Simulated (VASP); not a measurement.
Here is a VASP 6.6.1 calculation.

The input INCAR:

```
PREC = Accurate ; ENCUT = 520
EDIFF = 1E-7 ; ISMEAR = -1
SIGMA = 0.1 ; LREAL = F
LASPH = T ; NELM = 60
ALGO = Normal ; ISIF = 2
LWAVE = F ; LCHARG = T
GGA = RP ; LELF = T
LVHAR = T ; NBANDS = 11
```

File KPOINTS:

```
regular mesh
0
Gamma
  16 16 16
```

Contents of POSCAR:

```
Pd
1.0
   -1.6062147957      1.6062147957      1.6062147957
    1.6062147957     -1.6062147957      1.6062147957
    1.6062147957      1.6062147957     -1.6062147957
Pd
1
Direct
    0.0000000000      0.0000000000      0.0000000000
```

Potentials or basis: VASP PAW PBE potentials, release 64 (Pd).

The run is started by

```console
$ cat potpaw_PBE.64/Pd/POTCAR > POTCAR
$ mpirun -np 1 vasp_std > vasp.out
```

(1) Predict the band gap on the k mesh.

(2) What does it give for the pressure?

Results:

(1) zero (band 5 reaches 8.54 eV, above the bottom of band 6 at 7.18 eV).

(2) -5.2 GPa.

Caveat: the PAW data sets were made with another functional, which shifts forces and pressure a little.
